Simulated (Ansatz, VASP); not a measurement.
Cu: VASP beside Ansatz

```
CELL_PARAMETERS angstrom
0.00000 1.75898 1.75898
1.75898 0.00000 1.75898
1.75898 1.75898 0.00000
ATOMIC_POSITIONS crystal
Cu 0.00000 0.00000 0.00000
```

Alike in both runs: functional LDA; k mesh 26 × 26 × 26; no spin polarisation.

Ansatz relaxed the structure, and its values are those at the end. VASP's run is a single point on that final structure, the one shown.

|  | VASP | Ansatz |
| --- | --- | --- |
| version | VASP 6.6.1 | Ansatz 0.2.0 |
| potentials or method | VASP PAW LDA potentials, release 64 (Cu) | plane-wave PAW, scalar-relativistic |
| plane-wave cutoff (eV) | 520 | 420 |
| occupations | methfessel-paxton of order 1, width 0.1 eV | cold, width 0.1 eV |
| valence electrons in the cell | 11 | 19 |

```csv
,VASP,Ansatz,Ansatz less VASP
pressure (GPa),0.9,0.0,-0.90
```

Ansatz warns that its potentials were made for another functional, while VASP's fit it. LDA's correlation is that of Perdew and Zunger in VASP and of Perdew and Wang (1992) in Ansatz. VASP's potentials hold 11 valence electrons a cell and Ansatz's 19, so a difference there can come from the potentials and not from the codes.
